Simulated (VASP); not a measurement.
# Pb in VASP: a series of runs

Pb is run at these levels: PBE; tasks: relaxation of cell and atoms.

All numbers are computed with VASP 6.6.1; they aren't measurements. Logs are shortened: lines on timing, memory, paths and dates and some standing lists are left out, and cuts for length are marked.

## Step 1: The cell of the first run

It takes space group P4/mmm (No. 123, tetragonal). Conventional cell: a = 3.399 Å, b = 3.399 Å, c = 2.985 Å, α = 90.00°, β = 90.00°, γ = 90.00°. Pb (site symmetry 4/mmm) has 6 Pb at 2.98 to 3.40 Å within 3.9 Å.

## Step 2: Relaxation of cell and atoms, PBE

INCAR

```
PREC = Accurate ; ENCUT = 600
EDIFF = 1E-6 ; ISMEAR = 0
SIGMA = 0.1 ; LREAL = F
LASPH = T ; NELM = 100
ALGO = Normal ; ISIF = 3
LWAVE = F ; LCHARG = F
GGA = PE ; IBRION = 2
NSW = 90 ; EDIFFG = -0.04
```

KPOINTS

```
regular mesh
0
Gamma
  6 6 6
```

POSCAR

```
Pb
1.0
    3.3991592298      0.0000000000      0.0000000000
    0.0000000000      3.3991592298      0.0000000000
    0.0000000000      0.0000000000      2.9845198841
Pb
1
Direct
    0.0000000000      0.0000000000      0.5000000000
```

Potentials or basis: VASP PAW PBE potentials, release 64 (Pb_d).

Run with:

```sh
$ cat potpaw_PBE.64/Pb_d/POTCAR > POTCAR
$ mpirun -np 1 vasp_std > vasp.out
```

OUTCAR:

```text
PREC = Accurate
   ENCUT = 600
   EDIFF = 1E-6
   ISMEAR = 0
   LREAL = F
   LASPH = T
   NELM = 100
   ISIF = 3
   GGA = PE
   IBRION = 2
   NSW = 90
   EDIFFG = -0.04

 ion  position               nearest neighbor table
   1  0.000  0.000  0.500-

  LATTYP: Found a simple tetragonal cell.
 ALAT       =     3.3991592298
 C/A-ratio  =     0.8780170867

  Lattice vectors:

 A1 = (   3.3991592298,   0.0000000000,   0.0000000000)
 A2 = (   0.0000000000,   3.3991592298,   0.0000000000)
 A3 = (   0.0000000000,   0.0000000000,   2.9845198841)

Analysis of symmetry for initial positions (statically):
=====================================================================
 Subroutine PRICEL returns:
 Original cell was already a primitive cell.

 Routine SETGRP: Setting up the symmetry group for a
 simple tetragonal supercell.

 Subroutine GETGRP returns: Found 16 space group operations
 (whereof 16 operations were pure point group operations)
 out of a pool of 16 trial point group operations.

The static configuration has the point symmetry D_4h.

Analysis of symmetry for dynamics (positions and initial velocities):
=====================================================================
 Subroutine PRICEL returns:
 Original cell was already a primitive cell.

 Routine SETGRP: Setting up the symmetry group for a
 simple tetragonal supercell.

 Subroutine GETGRP returns: Found 16 space group operations
 (whereof 16 operations were pure point group operations)
 out of a pool of 16 trial point group operations.

The dynamic configuration has the point symmetry D_4h.

 Subroutine INISYM returns: Found 16 space group operations
 (whereof 16 operations are pure point group operations),
 and found     1 'primitive' translations

----------------------------------------------------------------------------------------

                                     Primitive cell

  volume of cell :      34.4840

  direct lattice vectors                    reciprocal lattice vectors
     3.399159230  0.000000000  0.000000000     0.294190396  0.000000000  0.000000000
     0.000000000  3.399159230  0.000000000     0.000000000  0.294190396  0.000000000
     0.000000000  0.000000000  2.984519884     0.000000000  0.000000000  0.335062268

  length of vectors
     3.399159230  3.399159230  2.984519884     0.294190396  0.294190396  0.335062268

  position of ions in fractional coordinates (direct lattice)
     0.000000000  0.000000000  0.500000000

  ion indices of the primitive-cell ions
   primitive index   ion index
                 1           1

----------------------------------------------------------------------------------------

 KPOINTS: regular mesh

Automatic generation of k-mesh.
 Grid dimensions read from file:
 generate k-points for:    6    6    6

 Generating k-lattice:

  Cartesian coordinates                     Fractional coordinates (reciprocal lattice)
     0.049031733  0.000000000  0.000000000     0.166666667  0.000000000  0.000000000
     0.000000000  0.049031733  0.000000000     0.000000000  0.166666667  0.000000000
     0.000000000  0.000000000  0.055843711     0.000000000  0.000000000  0.166666667

  Length of vectors
     0.049031733  0.049031733  0.055843711

  Shift w.r.t. Gamma in fractional coordinates (k-lattice)
     0.000000000  0.000000000  0.000000000

 Subroutine IBZKPT returns following result:
 ===========================================

 Found     40 irreducible k-points:

 Following reciprocal coordinates:
            Coordinates               Weight
  0.000000  0.000000  0.000000      1.000000
  0.166667  0.000000  0.000000      4.000000
  0.333333  0.000000  0.000000      4.000000
  0.500000  0.000000  0.000000      2.000000
  0.166667  0.166667  0.000000      4.000000
  0.333333  0.166667  0.000000      8.000000
[... 16 lines left out ...]
  0.333333  0.000000  0.333333      8.000000
  0.500000  0.000000  0.333333      4.000000
 [... further k-points ...]
   k-points           NKPTS =     40   k-points in BZ     NKDIM =     40   number of bands    NBANDS=     11
   number of dos      NEDOS =    301   number of ions     NIONS =      1
   total plane-waves  NPLWV =  18816
   dimension x,y,z NGX =    28 NGY =   28 NGZ =   24
   dimension x,y,z NGXF=    56 NGYF=   56 NGZF=   48
   ions per type =               1
   NGX,Y,Z   is equivalent  to a cutoff of  13.69, 13.69, 13.37 a.u.
   NGXF,Y,Z  is equivalent  to a cutoff of  27.39, 27.39, 26.74 a.u.
 SYSTEM =  unknown system
   PREC   = accura    normal or accurate (medium, high low for compatibility)
   ISTART =      0    job   : 0-new  1-cont  2-samecut
   ICHARG =      2    charge: 1-file 2-atom 10-const
   ISPIN  =      1    spin polarized calculation?
   LNONCOLLINEAR =      F non collinear calculations
   LSORBIT =      F    spin-orbit coupling
   LASPH  =      T    aspherical Exc in radial PAW
   ENCUT  =  600.0 eV  44.10 Ry    6.64 a.u.   6.79  6.79  5.96*2*pi/ulx,y,z
   NELM   =    100;   NELMIN=  2; NELMDL= -5     # of ELM steps
   EDIFF  = 0.1E-05   stopping-criterion for ELM
   LREAL  =      F    real-space projection
   EDIFFG = -.4E-01   stopping-criterion for IOM
   NSW    =     90    number of steps for IOM
   IBRION =      2    ionic relax: 0-MD 1-quasi-New 2-CG
   NFREE  =      1    steps in history (QN), initial steepest desc. (CG)
   ISIF   =      3    stress and relaxation
   ISYM   =      2    0-nonsym 1-usesym 2-fastsym
   POTIM  = 0.5000    time-step for ionic-motion
   TEBEG  =    0.0;   TEEND  =   0.0 temperature during run
   PSTRESS=    0.0 pullay stress
   NELECT =      14.0000    total number of electrons
   NUPDOWN=      -1.0000    fix difference up-down
   EMIN   =  10.00;   EMAX   =-10.00  energy-range for DOS
   EFERMI =   0.00;   METHOD = LEGACY
   ISMEAR =     0;   SIGMA  =   0.10  broadening in eV -4-tet -1-fermi 0-gaus
   EFERMI_NEDOS =   21; number of points for ismear=-14 and -15
   IALGO  =     38    algorithm
   IMIX   =      4    mixing-type and parameters
     AMIX     =   0.40;   BMIX     =  1.00
     AMIX_MAG =   1.60;   BMIX_MAG =  1.00
  volume/ion in A,a.u.               =      34.48       232.71
  Fermi-wavevector in a.u.,A,eV,Ry     =   1.212211  2.290747 19.993167  1.469456
  Thomas-Fermi vector in A             =   2.347703
   LORBIT       =      0    0 simple, 1 ext, 2 COOP (PROOUT), +10 PAW based schemes
   GGA     = PE    functional components
   LHFCALC =     F    Hartree Fock is set to
   AEXX    =    0.0000 exact exchange contribution
   IVDW    =     0    specifies the selected vdW correction
   LEPSILON=     F    determine dielectric tensor
   LRPA    =     F    only Hartree local field effects (RPA)
 conjugate gradient relaxation of ions
 non-spin polarized calculation
 Gauss-broadening in eV      SIGMA  =   0.10
  energy-cutoff  :      600.00
  volume of cell :       34.48
 maximum number of plane-waves:      1164
 NGX is ok and might be reduce to    28
   NGX = 13   NGY = 13   NGZ = 11

--------------------------------------- Ionic step        1  -------------------------------------------

 number of electron      13.9999998 magnetization

 Free energy of the ion-electron system (eV)
  ---------------------------------------------------
  ext. energy  EPLUGINS =         0.00000000
  ---------------------------------------------------
  free energy    TOTEN  =        -3.24871272 eV

  energy without entropy =       -3.24316752  energy(sigma->0) =       -3.24594012

------------------------ aborting loop because EDIFF is reached ----------------------------------------

  FORCE on cell =-STRESS in cart. coord.  units (eV):
  Direction    XX          YY          ZZ          XY          YZ          ZX
  --------------------------------------------------------------------------------------
  -------------------------------------------------------------------------------------
  Total       -0.6229778     -0.6229778      1.9279737      0.0000000      0.0000000     -0.0000000
  in kB      -28.9444721    -28.9444721     89.5765201      0.0000000      0.0000000     -0.0000000
  external PRESSURE =      10.5625253 kB  Pullay stress =       0.0000000 kB
[... 90 lines left out ...]
  energy  without entropy=       -3.3277827778  energy(sigma->0) =       -3.33284357

--------------------------------------- Ionic step        4  -------------------------------------------

 number of electron      14.0000000 magnetization

 Free energy of the ion-electron system (eV)
  ---------------------------------------------------
  ext. energy  EPLUGINS =         0.00000000
  ---------------------------------------------------
  free energy    TOTEN  =        -3.34185482 eV

  energy without entropy =       -3.33276104  energy(sigma->0) =       -3.33730793

 E-fermi :   5.5186     XC(G=0):  -9.4938

 val. band max:        5.4295656565   @ k =   0.3333   0.1667   0.3333
 cond. band min:       5.5186956145   @ k =   0.3333   0.3333   0.1667
 fundamental gap:      0.0891299581
 Fermi energy:         5.5185711880

 k-point     1 :       0.0000    0.0000    0.0000
  band No.  band energies     occupation
      1     -11.4808      2.00000
      2     -11.4784      2.00000
      3     -10.9358      2.00000
      4     -10.9354      2.00000
      5     -10.9354      2.00000
      6      -5.3840      2.00000
      7      10.5538      0.00000
      8      10.5538      0.00000
      9      10.5808      0.00000
     10      13.3893      0.00000
     11      14.8945      0.00000
[... 309 lines left out ...]
 k-point    24 :       0.5000    0.0000    0.3333
  band No.  band energies     occupation
      1     -11.2899      2.00000
      2     -11.2351      2.00000
      3     -11.0674      2.00000
      4     -11.0294      2.00000
      5     -10.8593      2.00000
      6      -1.7000      2.00000
      7       3.2598      2.00000
      8       5.8483      0.00000
      9      10.6129      0.00000
     10      14.4004      0.00000
     11      18.1203      0.00000

 [... further k-points ...]
[... 5 lines left out ...]
  --------------------------------------------------------------------------------------
  -------------------------------------------------------------------------------------
  Total       -0.0157217     -0.0157217     -0.0148768      0.0000000      0.0000000      0.0000000
  in kB       -0.7323285     -0.7323285     -0.6929699      0.0000000      0.0000000      0.0000000
  external PRESSURE =      -0.7192090 kB  Pullay stress =       0.0000000 kB
[... 16 lines left out ...]
  FREE ENERGIE OF THE ION-ELECTRON SYSTEM (eV)
  ---------------------------------------------------
  free  energy   TOTEN  =        -3.3418548193 eV

  energy  without entropy=       -3.3327610396  energy(sigma->0) =       -3.33730793

 reached required accuracy - stopping structural energy minimisation
```

Wall time 15 s (1 thread of Intel Xeon 6975P-C (Granite Rapids), shared host); peak memory 0.16 GiB.

Results:

* Free energy: -3.3419 eV
* Relaxed volume: 34.40 Å³/atom
* Relaxed cell: a = 3.253 Å, b = 3.253 Å, c = 3.250 Å, α = 90.00°, β = 90.00°, γ = 90.00°
* Space group after relaxing (to 0.05 Å): Pm-3m (No. 221)
* Energy gained by relaxing: 93.1 meV/atom
* Ionic steps: 4
* Pressure after relaxing: -0.1 GPa
* Band gap on the k mesh: zero (band 7 reaches 10.55 eV, above the bottom of band 8 at 3.96 eV)

Step by step:
| step | energy change (eV) | largest force (eV/Å) | pressure (GPa) | volume (Å³) |
| --- | --- | --- | --- | --- |
| 1 | 0.0000 | 0.0000 | 1.06 | 34.48 |
| 2 | -0.0892 | 0.0000 | -0.99 | 35.46 |
| 3 | -0.0892 | 0.0000 | -0.98 | 35.47 |
| 4 | -0.0931 | 0.0000 | -0.07 | 34.40 |

Final structure:
```
Pb
1.0
     3.25321    0.00000    0.00000
     0.00000    3.25321    0.00000
     0.00000    0.00000    3.24998
Pb
1
Direct
  0.00000 0.00000 0.50000
```

Caveat: spin-orbit coupling is left out, which moves the levels of the heavy elements.

## Step 3: Relaxation of cell and atoms, PBE

This run uses another cell than the first one, of 30.86 Å³/atom, 0.895 times its volume.

INCAR

```
SYSTEM = Pb
PREC     = Accurate       ! precision mode
ENCUT    = 600            ! plane-wave cutoff, eV
EDIFF    = 1E-6           ! SCF threshold, eV
ISMEAR   = 0              ! smearing method
SIGMA    = 0.1            ! smearing width, eV
LREAL    = .False.        ! projectors in reciprocal space
LASPH    = .True.         ! aspherical terms in the spheres
NELM     = 60             ! most SCF steps
ALGO     = Normal         ! electronic algorithm
ISIF     = 3              ! what is computed and relaxed
LWAVE    = .False.        ! write WAVECAR
LCHARG   = .False.        ! write CHGCAR
GGA      = PE             ! functional
IBRION   = 2              ! ionic algorithm
NSW      = 90             ! ionic steps
EDIFFG   = -0.04          ! ionic threshold
```

KPOINTS

```
Automatic mesh
0
Gamma
  6 6 4
  0 0 0
```

POSCAR

```
Pb
1.0
    2.7684110400      0.0000000000      0.0000000000
    0.0000000000      2.9145797500      0.0000000000
    0.0000000000      0.0000000000      3.8240521100
Pb
1
Direct
    0.0000000000      0.0000000000      0.5000000000
```

Potentials or basis: VASP PAW PBE potentials, release 64 (Pb_d).

Run with:

```sh
$ cat potpaw_PBE.64/Pb_d/POTCAR > POTCAR
$ mpirun -np 1 vasp_std > vasp.out
```

Run time: 59 s. Hardware: 1 thread of Intel Xeon 6975P-C (Granite Rapids), shared host; peak memory 0.16 GiB.

It converged, with:

* Free energy: -3.4563 eV
* Relaxed volume: 34.53 Å³/atom
* Relaxed cell: a = 3.401 Å, b = 3.401 Å, c = 2.985 Å, α = 90.00°, β = 90.00°, γ = 90.00°
* Space group after relaxing (to 0.05 Å): P4/mmm (No. 123)
* Energy gained by relaxing: 779.9 meV/atom
* Ionic steps: 19
* Pressure after relaxing: 0.0 GPa
* Band gap on the k mesh: zero (band 7 reaches 9.30 eV, above the bottom of band 8 at 3.60 eV)

The path:
```
step  energy change (eV)  largest force (eV/Å)  pressure (GPa)  volume (Å³)
   1              0.0000                0.0000           15.88        30.86
   2             -0.4113                0.0000           -4.82        45.56
   3             -0.5467                0.0000           -1.60        38.53
   4             -0.5468                0.0000           -1.87        38.81
   5             -0.5962                0.0000           -1.35        36.98
   6             -0.6217                0.0000           -0.80        35.62
   7             -0.6844                0.0000            1.45        32.88
   8             -0.1301                0.0000           24.18        27.32
   9             -0.7057                0.0000            2.14        32.28
  10             -0.7193                0.0000            5.34        30.75
  11             -0.7246                0.0000            3.73        31.39
  12             -0.7390                0.0000            4.42        31.31
  13             -0.7390                0.0000            4.47        31.31
  14             -0.7564                0.0000            3.24        32.03
  15             -0.7792                0.0000            0.44        34.10
  16             -0.7797                0.0000            0.21        34.38
  17             -0.7797                0.0000            0.07        34.51
  18             -0.7799                0.0000            0.02        34.52
  19             -0.7799                0.0000           -0.02        34.53
```

Final structure:
```cif
data_structure
_symmetry_space_group_name_H-M 'P 1'
_symmetry_Int_Tables_number 1
_cell_length_a 3.4010
_cell_length_b 3.4015
_cell_length_c 2.9847
_cell_angle_alpha 90.000
_cell_angle_beta 90.000
_cell_angle_gamma 90.000
_cell_volume 34.53
loop_
_atom_site_label
_atom_site_type_symbol
_atom_site_fract_x
_atom_site_fract_y
_atom_site_fract_z
_atom_site_occupancy
Pb1 Pb 0.00000 0.00000 0.50000 1
```

Levels at points of the mesh, in eV from the Fermi level:
```csv
k point,band 5,band 6,band 7,band 8,band 9,band 10
"(0.00, 0.00, 0.00)",-16.98,-11.49,3.30,3.31,6.45,7.11
"(0.50, 0.00, 0.00)",-16.98,-9.67,-4.15,5.02,8.99,9.53
"(0.00, 0.50, 0.00)",-16.98,-9.67,-4.15,5.02,8.99,9.54
"(0.50, 0.50, 0.00)",-16.92,-7.93,-2.40,-2.40,2.87,11.05
"(0.00, 0.00, 0.50)",-16.96,-8.02,-4.26,6.49,6.50,9.21
"(0.50, 0.00, 0.50)",-16.76,-6.25,-2.65,-1.15,3.48,8.41
"(0.00, 0.50, 0.50)",-16.76,-6.25,-2.65,-1.15,3.48,8.41
"(0.50, 0.50, 0.50)",-16.72,-4.44,-1.14,0.54,0.54,5.95
```

Caveat: the k points lie up to 0.53 Å⁻¹ apart in the final cell; spin-orbit coupling is left out, which moves the levels of the heavy elements.
